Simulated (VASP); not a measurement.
# Te (Fm-3m) in VASP: notebook

Te is run at these levels: BLYP; tasks: relaxation of cell and atoms, single point.

All numbers are computed with VASP 6.6.1; they aren't measurements. Logs are shortened: lines on timing, memory, paths and dates and some standing lists are left out, and cuts for length are marked.

### 1 The cell of the first run

The structure is cubic, space group Fm-3m (No. 225). The conventional cell has a = 4.868 Å, b = 4.868 Å, c = 4.868 Å, α = 90.00°, β = 90.00°, γ = 90.00°. Within 4.5 Å of Te (site symmetry m-3m) lie 12 Te at 3.44 Å.

### 2 Relaxation of cell and atoms, BLYP

File INCAR:

```
AGGAC = 1.0 ; AGGAX = 1.0
ALDAC = 0.0 ; ALDAX = 1.0
ALGO = Normal ; EDIFF = 1E-6
EDIFFG = -0.01 ; ENCUT = 600
GGA = B5 ; IBRION = 2
ISIF = 3 ; ISMEAR = -1
LASPH = True ; LCHARG = False
LREAL = False ; LWAVE = False
NELM = 100 ; NSW = 80
PREC = Accurate ; SIGMA = 0.1
```

File KPOINTS:

```
k-points
0
Gamma
  11 11 11
```

File POSCAR:

```
Te
1.0
    0.0000000000      2.4339108928      2.4339108928
    2.4339108928      0.0000000000      2.4339108928
    2.4339108928      2.4339108928      0.0000000000
Te
1
Direct
    0.0000000000      0.0000000000      0.0000000000
```

Potentials or basis: VASP PAW PBE potentials, release 64 (Te).

Started as:

```console
$ cat potpaw_PBE.64/Te/POTCAR > POTCAR
$ mpirun -np 1 vasp_std > vasp.out
```

OUTCAR:

```text
EDIFF = 1E-6
   EDIFFG = -0.01
   ENCUT = 600
   GGA = B5
   IBRION = 2
   ISIF = 3
   ISMEAR = -1
   LASPH = True
   LREAL = False
   NELM = 100
   NSW = 80
   PREC = Accurate

 ion  position               nearest neighbor table
   1  0.000  0.000  0.000-

  LATTYP: Found a face centered cubic cell.
 ALAT       =     4.8678217856

  Lattice vectors:

 A1 = (   0.0000000000,   2.4339108928,   2.4339108928)
 A2 = (   2.4339108928,   0.0000000000,   2.4339108928)
 A3 = (   2.4339108928,   2.4339108928,   0.0000000000)

Analysis of symmetry for initial positions (statically):
=====================================================================
 Subroutine PRICEL returns:
 Original cell was already a primitive cell.

 Routine SETGRP: Setting up the symmetry group for a
 face centered cubic supercell.

 Subroutine GETGRP returns: Found 48 space group operations
 (whereof 48 operations were pure point group operations)
 out of a pool of 48 trial point group operations.

The static configuration has the point symmetry O_h .

Analysis of symmetry for dynamics (positions and initial velocities):
=====================================================================
 Subroutine PRICEL returns:
 Original cell was already a primitive cell.

 Routine SETGRP: Setting up the symmetry group for a
 face centered cubic supercell.

 Subroutine GETGRP returns: Found 48 space group operations
 (whereof 48 operations were pure point group operations)
 out of a pool of 48 trial point group operations.

The dynamic configuration has the point symmetry O_h .

 Subroutine INISYM returns: Found 48 space group operations
 (whereof 48 operations are pure point group operations),
 and found     1 'primitive' translations

----------------------------------------------------------------------------------------

                                     Primitive cell

  volume of cell :      28.8366

  direct lattice vectors                    reciprocal lattice vectors
     0.000000000  2.433910893  2.433910893    -0.205430692  0.205430692  0.205430692
     2.433910893  0.000000000  2.433910893     0.205430692 -0.205430692  0.205430692
     2.433910893  2.433910893  0.000000000     0.205430692  0.205430692 -0.205430692

  length of vectors
     3.442069794  3.442069794  3.442069794     0.355816397  0.355816397  0.355816397

  position of ions in fractional coordinates (direct lattice)
     0.000000000  0.000000000  0.000000000

  ion indices of the primitive-cell ions
[... 88 lines left out ...]
   EFERMI =   0.00;   METHOD = LEGACY
   ISMEAR =    -1;   SIGMA  =   0.10  broadening in eV -4-tet -1-fermi 0-gaus
   EFERMI_NEDOS =   21; number of points for ismear=-14 and -15
   IALGO  =     38    algorithm
   IMIX   =      4    mixing-type and parameters
     AMIX     =   0.40;   BMIX     =  1.00
     AMIX_MAG =   1.60;   BMIX_MAG =  1.00
  volume/ion in A,a.u.               =      28.84       194.60
  Fermi-wavevector in a.u.,A,eV,Ry     =   0.970087  1.833198 12.804012  0.941068
  Thomas-Fermi vector in A             =   2.100193
   LORBIT       =      0    0 simple, 1 ext, 2 COOP (PROOUT), +10 PAW based schemes
   GGA     = B5    functional components
   LHFCALC =     F    Hartree Fock is set to
   AEXX    =    0.0000 exact exchange contribution
   IVDW    =     0    specifies the selected vdW correction
   LEPSILON=     F    determine dielectric tensor
   LRPA    =     F    only Hartree local field effects (RPA)
 conjugate gradient relaxation of ions
 non-spin polarized calculation
  energy-cutoff  :      600.00
  volume of cell :       28.84
 maximum number of plane-waves:       974
   NGX = 13   NGY = 13   NGZ = 13

--------------------------------------- Ionic step        1  -------------------------------------------

 number of electron       6.0000000 magnetization

 Free energy of the ion-electron system (eV)
  ---------------------------------------------------
  ext. energy  EPLUGINS =         0.00000000
  ---------------------------------------------------
  free energy    TOTEN  =        -1.93594964 eV

  energy without entropy =       -1.90386023  energy(sigma->0) =       -1.91990493

------------------------ aborting loop because EDIFF is reached ----------------------------------------

  FORCE on cell =-STRESS in cart. coord.  units (eV):
  Direction    XX          YY          ZZ          XY          YZ          ZX
  --------------------------------------------------------------------------------------
  -------------------------------------------------------------------------------------
  Total        0.9149228      0.9149228      0.9149228      0.0000000      0.0000000      0.0000000
  in kB       50.8336146     50.8336146     50.8336146      0.0000000      0.0000000      0.0000000
  external PRESSURE =      50.8336146 kB  Pullay stress =       0.0000000 kB
[... 57 lines left out ...]
--------------------------------------- Ionic step        3  -------------------------------------------

 number of electron       6.0000000 magnetization

 Free energy of the ion-electron system (eV)
  ---------------------------------------------------
  ext. energy  EPLUGINS =         0.00000000
  ---------------------------------------------------
  free energy    TOTEN  =        -1.98171354 eV

  energy without entropy =       -1.94415096  energy(sigma->0) =       -1.96293225

 E-fermi :   6.6552     XC(G=0):  -8.9044

 val. band max:        6.6538281339   @ k =  -0.2727   0.3636   0.0909
 cond. band min:       6.6989378382   @ k =   0.3636   0.1818   0.0909
 fundamental gap:      0.0451097043
 Fermi energy:         6.6552032416

 k-point     1 :       0.0000    0.0000    0.0000
  band No.  band energies     occupation
      1      -6.2630      2.00000
      2       9.0287      0.00000
      3       9.0287      0.00000
      4       9.0287      0.00000
      5      15.5737      0.00000
      6      16.1372      0.00000
      7      16.1372      0.00000
[... 221 lines left out ...]
 k-point    24 :      -0.1818    0.1818    0.0000
  band No.  band energies     occupation
      1      -5.0716      2.00000
      2       4.7962      2.00000
      3       6.3633      1.89754
      4       8.5691      0.00000
      5      15.3027      0.00000
      6      15.7593      0.00000
      7      17.0479      0.00000

 [... further k-points ...]

------------------------ aborting loop because EDIFF is reached ----------------------------------------

  FORCE on cell =-STRESS in cart. coord.  units (eV):
  Direction    XX          YY          ZZ          XY          YZ          ZX
  --------------------------------------------------------------------------------------
  -------------------------------------------------------------------------------------
  Total        0.0047769      0.0047769      0.0047769     -0.0000000      0.0000000     -0.0000000
  in kB        0.2389485      0.2389485      0.2389485     -0.0000000      0.0000000     -0.0000000
  external PRESSURE =       0.2389485 kB  Pullay stress =       0.0000000 kB
[... 16 lines left out ...]
  FREE ENERGIE OF THE ION-ELECTRON SYSTEM (eV)
  ---------------------------------------------------
  free  energy   TOTEN  =        -1.9817135411 eV

  energy  without entropy=       -1.9441509626  energy(sigma->0) =       -1.96293225

 reached required accuracy - stopping structural energy minimisation
```

It took 27 s on 1 thread of Intel Xeon Platinum 8488C (Sapphire Rapids), shared host; peak memory 0.16 GiB.

What came out:

| Item | Value |
| --- | --- |
| Free energy | -1.9817 eV |
| Relaxed volume | 32.03 Å³/atom |
| Relaxed cell | a = 3.565 Å, b = 3.565 Å, c = 3.565 Å, α = 60.00°, β = 60.00°, γ = 60.00° |
| Space group after relaxing (to 0.05 Å) | Fm-3m (No. 225) |
| Energy gained by relaxing | 45.8 meV/atom |
| Ionic steps | 3 |
| Pressure after relaxing | 0.0 GPa |
| Band gap on the k mesh | zero (band 3 reaches 9.03 eV, above the bottom of band 4 at 5.35 eV) |

Step by step:
```tsv
step	energy change (eV)	largest force (eV/Å)	pressure (GPa)	volume (Å³)
1	0.0000	0.0000	5.08	28.84
2	-0.0437	0.0000	-0.83	32.83
3	-0.0458	0.0000	0.02	32.03
```

Final structure:
```
Te
1.0
     0.00000    2.52063    2.52063
     2.52063    0.00000    2.52063
     2.52063    2.52063    0.00000
Te
1
Direct
  0.00000 0.00000 0.00000
```

Levels at points of the mesh, in eV from the Fermi level:
| k point | band 1 | band 2 | band 3 | band 4 | band 5 | band 6 |
| --- | --- | --- | --- | --- | --- | --- |
| (0.00, 0.00, 0.00) | -12.92 | 2.37 | 2.37 | 2.37 | 8.92 | 9.48 |

Caveat: the PAW data sets were made with another functional, which shifts forces and pressure a little; spin-orbit coupling is left out, which moves the levels of the heavy elements.

### 3 Single point, BLYP

This run uses another cell than the first one, of 32.02 Å³/atom, 1.110 times its volume.

File INCAR:

```
PREC = Accurate
ENCUT = 520
EDIFF = 1E-6
ISMEAR = -1
SIGMA = 0.1
LREAL = False
LASPH = True
NELM = 80
ALGO = Normal
ISIF = 2
LWAVE = False
LCHARG = False
GGA = B5
ALDAX = 1.0
AGGAX = 1.0
AGGAC = 1.0
ALDAC = 0.0
NBANDS = 9
```

File KPOINTS:

```
Automatic mesh
0
Gamma
  18 18 18
```

File POSCAR:

```
Te
1.0
    0.0000000000      2.5203803360      2.5203803360
    2.5203803360      0.0000000000      2.5203803360
    2.5203803360      2.5203803360      0.0000000000
Te
1
Direct
    0.0000000000      0.0000000000      0.0000000000
```

Potentials or basis: VASP PAW PBE potentials, release 64 (Te).

Started as:

```console
$ cat potpaw_PBE.64/Te/POTCAR > POTCAR
$ mpirun -np 1 vasp_std > vasp.out
```

It took 26 s on 1 thread of Intel Xeon Platinum 8488C (Sapphire Rapids), shared host; peak memory 0.19 GiB.

The run converged. Its results:

- Free energy: -1.9810 eV
- Pressure: 0.1 GPa
- Band gap on the k mesh: zero (band 3 reaches 9.03 eV, above the bottom of band 4 at 5.09 eV)

Levels at points of the mesh, in eV from the Fermi level:
| k point | band 1 | band 2 | band 3 | band 4 | band 5 | band 6 | band 7 | band 8 |
| --- | --- | --- | --- | --- | --- | --- | --- | --- |
| (0.00, 0.00, 0.00) | -12.92 | 2.38 | 2.38 | 2.38 | 8.92 | 9.48 | 9.48 | 9.48 |
| (0.50, 0.00, 0.00) | -10.70 | -5.03 | 1.34 | 1.34 | 6.87 | 8.84 | 8.84 | 10.54 |
| (0.50, 0.50, 0.00) | -9.85 | -4.43 | -0.67 | -0.67 | 4.38 | 5.02 | 17.23 | 17.94 |

Caveat: the PAW data sets were made with another functional, which shifts forces and pressure a little; spin-orbit coupling is left out, which moves the levels of the heavy elements.
